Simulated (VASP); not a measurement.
## MgO: single point with HSE06

Crystal: MgO.

```
Mg O
1.0
     0.00000    2.09700    2.09700
     2.09700    0.00000    2.09700
     2.09700    2.09700    0.00000
Mg O
1 1
Direct
  0.00000 0.00000 0.00000
  0.50000 0.50000 0.50000
```

| Quantity | Value |
| --- | --- |
| Program | VASP 6.6.1 |
| Task | single point |
| Functional | HSE06 |
| Potentials or basis | VASP PAW PBE potentials, release 64 (Mg, O) |
| Cutoff | 520 eV |
| k mesh | 8 × 8 × 8 |
| Occupations | fermi-dirac, width 0.05 eV |
| Spin | no spin polarisation |
| Dipole correction | no |
| Grid for exact exchange (PRECFOCK) | Normal |
| Further INCAR settings | ALGO = Normal; EDIFF = 1e-06; NBANDS = 11 |
| Share of exact exchange | 0.25 |
| Screening parameter | 0.2079 1/Å |

The pressure is 0.6 GPa. The band gap on the k mesh is 6.58 eV.

Levels at points of the mesh, in eV from the valence-band top:
| k point | band 1 | band 2 | band 3 | band 4 | band 5 | band 6 | band 7 | band 8 | band 9 |
| --- | --- | --- | --- | --- | --- | --- | --- | --- | --- |
| (0.00, 0.00, 0.00) | -18.89 | 0.00 | 0.00 | 0.00 | 6.58 | 17.83 | 17.83 | 17.83 | 21.80 |
| (0.50, 0.00, 0.00) | -17.51 | -4.99 | -0.73 | -0.73 | 9.76 | 15.02 | 18.46 | 18.46 | 23.24 |
| (0.50, 0.50, 0.00) | -17.23 | -4.44 | -1.49 | -1.49 | 10.87 | 12.00 | 15.51 | 21.58 | 21.58 |

It took 26 min on 1 thread of Intel(R) Xeon(R) Platinum 8375C CPU @ 2.90GHz (Ice Lake) (shared host), peak memory 0.26 GiB.

Caveat: the PAW data sets were made with another functional, which shifts forces and pressure a little.
